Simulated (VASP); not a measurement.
A run of VASP 6.6.1 is set up as follows.

File INCAR:

```
SYSTEM = CsPbCl3
PREC     = Accurate       ! precision mode
ENCUT    = 520            ! plane-wave cutoff, eV
EDIFF    = 1E-6           ! SCF threshold, eV
ISMEAR   = -1             ! smearing method
SIGMA    = 0.05           ! smearing width, eV
LREAL    = .FALSE.        ! projectors in reciprocal space
LASPH    = .TRUE.         ! aspherical terms in the spheres
NELM     = 80             ! most SCF steps
ALGO     = Normal         ! electronic algorithm
ISIF     = 2              ! what is computed and relaxed
LWAVE    = .FALSE.        ! write WAVECAR
LCHARG   = .FALSE.        ! write CHGCAR
GGA      = PE             ! functional
NBANDS   = 30             ! bands
```

KPOINTS

```
regular mesh
0
G
  4 4 4
  0 0 0
```

File POSCAR:

```
CsPbCl3
1.0
    5.6050000000      0.0000000000      0.0000000000
    0.0000000000      5.6050000000      0.0000000000
    0.0000000000      0.0000000000      5.6050000000
Pb Cs Cl
1 1 3
Direct
    0.5000000000      0.5000000000      0.5000000000
    0.0000000000      0.0000000000      0.0000000000
    0.5000000000      0.0000000000      0.5000000000
    0.0000000000      0.5000000000      0.5000000000
    0.5000000000      0.5000000000      0.0000000000
```

Potentials or basis: VASP PAW PBE potentials, release 64 (Pb_d, Cs_sv, Cl).

Launch:

```sh
$ cat potpaw_PBE.64/Pb_d/POTCAR potpaw_PBE.64/Cs_sv/POTCAR potpaw_PBE.64/Cl/POTCAR > POTCAR
$ mpirun -np 1 vasp_std > vasp.out
```

Q: What does it give for the band gap on the k mesh?

A: 1.94 eV, direct.

Q: Estimate the pressure.

A: 1.8 GPa.

Caveat: spin-orbit coupling is left out, which moves the levels of the heavy elements. A k mesh can miss the band edges.
